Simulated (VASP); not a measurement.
TaN:

```xyz
2
Lattice="2.9380 0.0000 0.0000 -1.4690 2.5444 0.0000 0.0000 0.0000 2.8830" Properties=species:S:1:pos:R:3 pbc="T T T"
Ta    0.0000    1.6963    1.4415
N     0.0000    0.0000    0.0000
```

* Program: VASP 6.6.1
* Task: relaxation of cell and atoms
* Functional: PBE
* Potentials or basis: VASP PAW PBE potentials, release 64 (Ta_sv_GW, N)
* Cutoff: 600 eV
* k mesh: 10 × 10 × 9
* Occupations: fermi-dirac, width 0.05 eV
* Spin: no spin polarisation
* Hubbard terms: Ta d U = 5.0 eV

At the start: pressure 21.6 GPa; volume 10.78 Å³/atom.

Task: Where does the relaxation end?

Result: Over 10 steps the energy falls by 42.9 meV/atom and the volume is 11.45 Å³/atom (+6.2 %); space group P-6m2 (No. 187, to 0.05 Å).

The path:
```
step  energy change (eV)  largest force (eV/Å)  pressure (GPa)  volume (Å³)
   1              0.0000                0.0000           21.57        21.55
   2              0.3289                0.0000          -33.17        26.40
   3             -0.0855                0.0000           -0.97        22.96
   4             -0.0858                0.0000           -0.04        22.89
   5             -0.0857                0.0000            0.34        22.87
   6             -0.0858                0.0000            0.26        22.87
   7             -0.0858                0.0000            0.29        22.87
   8             -0.0858                0.0000            0.30        22.87
   9             -0.0858                0.0000           -0.47        22.93
  10             -0.0858                0.0000           -0.01        22.89
```

Final structure:
```xyz
2
Lattice="2.9963 0.0000 0.0000 -1.4981 2.5949 0.0000 0.0000 0.0000 2.9444" Properties=species:S:1:pos:R:3 pbc="T T T"
Ta    0.0000    1.7299    1.4722
N     0.0000    0.0000    0.0000
```

Caveat: U without spin polarisation on a metal has little footing.
